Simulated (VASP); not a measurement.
Crystal: KSi2Sb3.

```xyz
6
Lattice="4.3795 0.0000 0.0000 -2.1898 3.7928 0.0000 0.0000 0.0000 10.6433" Properties=species:S:1:pos:R:3 pbc="T T T"
K     0.0000    2.5285    7.0683
Si    0.0000    0.0000   10.6099
Si    2.1898    1.2643    3.5936
Sb    0.0000    0.0000    2.6648
Sb    2.1898    1.2643    6.3018
Sb    0.0000    2.5285    9.6740
```

```yaml
Program: VASP 6.6.1
Task: relaxation of cell and atoms
Functional: PBEsol
Potentials_or_basis: VASP PAW PBE potentials, release 64 (K_sv, Si, Sb)
Cutoff: 600 eV
k_mesh: 6 × 6 × 2
Occupations: fermi-dirac, width 0.03 eV
Spin: no spin polarisation
```

At the start: pressure 6.9 GPa; volume 29.47 Å³/atom.

Question: Where does the relaxation end?

Answer: Over 30 steps the energy falls by 678.9 meV/atom and the volume is 32.80 Å³/atom (+11.3 %); space group P3m1 (No. 156, to 0.1 Å) before and after.

The path:
```csv
step,energy change (eV),largest force (eV/Å),pressure (GPa),volume (Å³)
1,0.0000,3.6637,6.90,176.79
2,-1.6286,2.8378,-0.68,211.32
3,-1.7450,2.4785,-2.24,225.40
4,-2.2027,1.5806,-0.64,216.92
5,-2.2154,2.2045,-0.18,215.39
6,-2.6042,2.2419,0.40,209.67
7,-3.4012,2.2299,3.01,192.10
8,-3.8088,1.1767,0.56,198.31
9,-3.8279,1.1770,0.09,200.22
10,-3.9516,0.7679,-0.50,202.53
11,-4.0090,0.4594,-0.97,205.16
12,-4.0097,0.4227,-1.02,205.49
13,-4.0431,0.2147,-0.21,200.71
14,-4.0458,0.2290,0.11,199.00
15,-4.0560,0.2275,0.15,198.31
16,-4.0577,0.2278,0.18,197.89
17,-4.0640,0.1708,-0.02,198.59
18,-4.0668,0.1189,-0.32,199.56
19,-4.0704,0.1456,-0.08,197.83
20,-4.0704,0.1570,-0.07,197.67
21,-4.0721,0.0415,0.07,196.61
22,-4.0722,0.0415,0.07,196.65
23,-4.0728,0.0277,0.00,196.92
24,-4.0728,0.0581,-0.13,197.47
25,-4.0731,0.0266,-0.09,197.20
26,-4.0734,0.0450,0.02,196.77
27,-4.0734,0.0431,0.02,196.81
28,-4.0736,0.0218,0.01,196.76
29,-4.0736,0.0175,0.01,196.71
30,-4.0736,0.0035,-0.01,196.82
```

Final structure:
```cif
data_structure
_symmetry_space_group_name_H-M 'P 1'
_symmetry_Int_Tables_number 1
_cell_length_a 4.1587
_cell_length_b 4.1587
_cell_length_c 13.1411
_cell_angle_alpha 90.000
_cell_angle_beta 90.000
_cell_angle_gamma 120.000
_cell_volume 196.82
loop_
_atom_site_label
_atom_site_type_symbol
_atom_site_fract_x
_atom_site_fract_y
_atom_site_fract_z
_atom_site_occupancy
K1 K 0.33333 0.66667 0.69007 1
Si1 Si 0.00000 0.00000 0.03811 1
Si2 Si 0.66667 0.33333 0.31935 1
Sb1 Sb 0.00000 0.00000 0.23880 1
Sb2 Sb 0.66667 0.33333 0.50707 1
Sb3 Sb 0.33333 0.66667 0.95660 1
```

Caveat: a cell axis changed by over 15 % at a fixed basis, so the end point is rough; the PAW data sets were made with another functional, which shifts forces and pressure a little.
